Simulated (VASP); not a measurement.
Set up this calculation in VASP 6.6.1, as the native input.

- Task: single point
- Functional: PBE
- Potentials or basis: VASP PAW PBE potentials, release 64 (Pt, W_sv, Se)
- Cutoff: 520 eV
- k mesh: 4 × 4 × 4
- Occupations: gaussian, width 0.1 eV
- Spin: no spin polarisation
- Dipole correction: no
- Further INCAR settings: ALGO = Normal; EDIFF = 1e-06; NBANDS = 33

The structure of PtWSe4 lies in POSCAR:

```
PtWSe4
1.0
    4.5708381000      0.0000000000      0.0000000000
    0.0000000000      4.5708381000      0.0000000000
    0.0000000000      0.0000000000      6.5978928100
Pt W Se
1 1 4
Direct
    0.5000000000      0.5000000000      0.0000000000
    0.0000000000      0.0000000000      0.5000000000
    0.5000000000      0.0000000000      0.2657380100
    0.5000000000      0.0000000000      0.7342619900
    0.0000000000      0.5000000000      0.7342619900
    0.0000000000      0.5000000000      0.2657380100
```

The cell was generated, and may not be a known phase.

These files were run (other wordings do the same):

INCAR

```
SYSTEM = PtWSe4
ALGO = Normal ; EDIFF = 1E-6
ENCUT = 520 ; GGA = PE
ISIF = 2 ; ISMEAR = 0
LASPH = .TRUE. ; LCHARG = .FALSE.
LREAL = .FALSE. ; LWAVE = .FALSE.
NBANDS = 33 ; NELM = 80
PREC = Accurate ; SIGMA = 0.1
```

KPOINTS

```
k-points
0
G
  4 4 4
  0 0 0
```

Potentials or basis: VASP PAW PBE potentials, release 64 (Pt, W_sv, Se).

Command:

```sh
$ cat potpaw_PBE.64/Pt/POTCAR potpaw_PBE.64/W_sv/POTCAR potpaw_PBE.64/Se/POTCAR > POTCAR
$ mpirun -np 1 vasp_std > vasp.out
```

It gave:

| Quantity | Value |
| --- | --- |
| Pressure | -11.2 GPa |
| Largest force | 0.136 eV/Å |
| Band gap on the k mesh | zero (bands 24 and 25 overlap by 0.86 eV) |

Caveat: the cell stands under tension; spin-orbit coupling is left out, which moves the levels of the heavy elements.

Wall time 2.4 min on 1 thread of Intel Xeon 8259CL (shared host), peak memory 0.29 GiB.
